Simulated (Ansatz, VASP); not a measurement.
# SiO2: VASP beside Ansatz

File INCAR:

```
PREC     = Accurate       # precision mode
ENCUT    = 520            # plane-wave cutoff, eV
EDIFF    = 1E-6           # SCF threshold, eV
ISMEAR   = 0              # smearing method
SIGMA    = 0.05           # smearing width, eV
LREAL    = F              # projectors in reciprocal space
LASPH    = T              # aspherical terms in the spheres
NELM     = 100            # most SCF steps
ALGO     = Normal         # electronic algorithm
ISIF     = 2              # what is computed and relaxed
LWAVE    = F              # write WAVECAR
LCHARG   = F              # write CHGCAR
GGA      = PE             # functional
NBANDS   = 25             # bands
```

Contents of KPOINTS:

```
Automatic mesh
0
Gamma
  6 6 10
```

Contents of POSCAR:

```
SiO2
1.0
    4.4719292364      0.0000000000      0.0000000000
    0.0000000000      4.4719292364      0.0000000000
    0.0000000000      0.0000000000      2.4142120507
Si O
2 4
Direct
    0.5000000000      0.5000000000      0.5000000000
    0.0000000000      0.0000000000      0.0000000000
    0.6930152168      0.6930152168      0.0000000000
    0.1930152168      0.8069847832      0.5000000000
    0.3069847832      0.3069847832      0.0000000000
    0.8069847832      0.1930152168      0.5000000000
```

Input for Ansatz:

```yaml
crystal:
  lattice:
    - [4.4719292364, 0.0, 0.0]
    - [0.0, 4.4719292364, 0.0]
    - [0.0, 0.0, 2.4142120507]
  atoms:
    - { symbol: Si, position: [0.5, 0.5, 0.5] }
    - { symbol: Si, position: [0.0, 0.0, 0.0] }
    - { symbol: O, position: [0.6930152168, 0.6930152168, 0.0] }
    - { symbol: O, position: [0.1930152168, 0.8069847832, 0.5] }
    - { symbol: O, position: [0.3069847832, 0.3069847832, 0.0] }
    - { symbol: O, position: [0.8069847832, 0.1930152168, 0.5] }
basis:
  ecutwfc: 420
kpoints:
  mp_grid: { grid: [6, 6, 10] }
hamiltonian:
  xc: pbe
scf:
  occupations: { method: gaussian, width: 0.05 }
output:
  forces: true
  stress: true
  eigenvalues: true
```

Alike in both runs: task single point; functional PBE; k mesh 6 × 6 × 10; occupations gaussian, width 0.05 eV; no spin polarisation.

```csv
,VASP,Ansatz
version,VASP 6.6.1,Ansatz 0.2.0
potentials or method,"VASP PAW PBE potentials, release 64 (Si, O), cutoff 520 eV","scalar-relativistic, plane waves, PAW"
valence electrons in the cell,32,32
```

|  | VASP | Ansatz | Ansatz less VASP |
| --- | --- | --- | --- |
| gap on the k mesh at the Fermi level (eV) | 5.17 | 5.19 | +0.023 |
| least direct gap on the mesh (eV) | 5.17 | 5.19 | +0.023 |
| pressure (GPa) | 14.1 | 13.7 | -0.35 |
| traceless stress, the component that is largest in VASP (GPa) | 59.45 | 58.68 | -0.768 |
| rms of the force components (eV/Å) | 0.564 | 0.593 | +0.0294 |

Atom by atom the forces differ by 0.029 eV/Å (rms over components).
